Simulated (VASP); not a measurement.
Write the native input for VASP 6.6.1 that does the following.

```yaml
Task: single point
Functional: PBE
Potentials_or_basis: VASP PAW PBE potentials, release 64 (Cr_pv, B)
Cutoff: 520 eV
k_mesh: 6 × 6 × 6
Occupations: gaussian, width 0.1 eV
Spin: collinear spin, ferromagnetic start
Starting_moments: "[3.0, 0.0, 0.0, 0.0, 0.0, 0.0] μB"
Dipole_correction: no
Further_INCAR_settings: ALGO = Normal; EDIFF = 1e-06; NBANDS = 26
```

The structure of CrB5 lies in POSCAR:

```
CrB5
1.0
    3.3449771723     -0.0000000024      0.0000000000
   -1.6724885840      2.8968352075      0.0000000000
    0.0000000000      0.0000000000      4.1924113423
Cr B
1 5
Direct
    0.0000000000      0.0000000000      0.5000000000
    0.3333333333      0.6666666667      0.2130170424
    0.6666666667      0.3333333333      0.2130170424
    0.6666666667      0.3333333333      0.7869829576
    0.3333333333      0.6666666667      0.7869829576
    0.0000000000      0.0000000000      0.0000000000
```

The cell was built from a structure type or drawn by symmetry, and may not be a known phase.

One way to write it, as run:

INCAR

```
SYSTEM = CrB5
PREC     = Accurate       ! precision mode
ENCUT    = 520            ! plane-wave cutoff, eV
EDIFF    = 1E-6           ! SCF threshold, eV
ISMEAR   = 0              ! smearing method
SIGMA    = 0.1            ! smearing width, eV
LREAL    = .False.        ! projectors in reciprocal space
LASPH    = .True.         ! aspherical terms in the spheres
NELM     = 150            ! most SCF steps
ALGO     = Normal         ! electronic algorithm
ISIF     = 2              ! what is computed and relaxed
LWAVE    = .False.        ! write WAVECAR
LCHARG   = .False.        ! write CHGCAR
ISPIN    = 2              ! spin polarisation
MAGMOM   = 3 0 0 0 0 0    ! initial moments
LORBIT   = 11             ! projections on sites
LMAXMIX  = 4              ! l up to which the mixer works
GGA      = PE             ! functional
NBANDS   = 26             ! bands
```

KPOINTS

```
regular mesh
0
Gamma
  6 6 6
  0 0 0
```

Potentials or basis: VASP PAW PBE potentials, release 64 (Cr_pv, B).

Launch:

```bash
$ cat potpaw_PBE.64/Cr_pv/POTCAR potpaw_PBE.64/B/POTCAR > POTCAR
$ mpirun -np 1 vasp_std > vasp.out
```

It gave:

```
Pressure                                              : 1.2 GPa
Largest force                                         : 0.237 eV/Å
Net moment                                            : 1.13 μB per cell
Site moments                                          : Cr +1.17; B -0.01, -0.04 (each value once) μB
Valence electrons inside the program's atomic spheres : Cr 11.35; B 1.85, 1.69 (each value once)
```

Caveat: the k points lie up to 0.36 Å⁻¹ apart; a cell with one magnetic atom can't hold antiferromagnetic order, which such compounds often take.

It took 65 s on 1 thread of Intel(R) Xeon(R) Platinum 8488C (Sapphire Rapids), with other jobs on the host, peak memory 0.2 GiB.
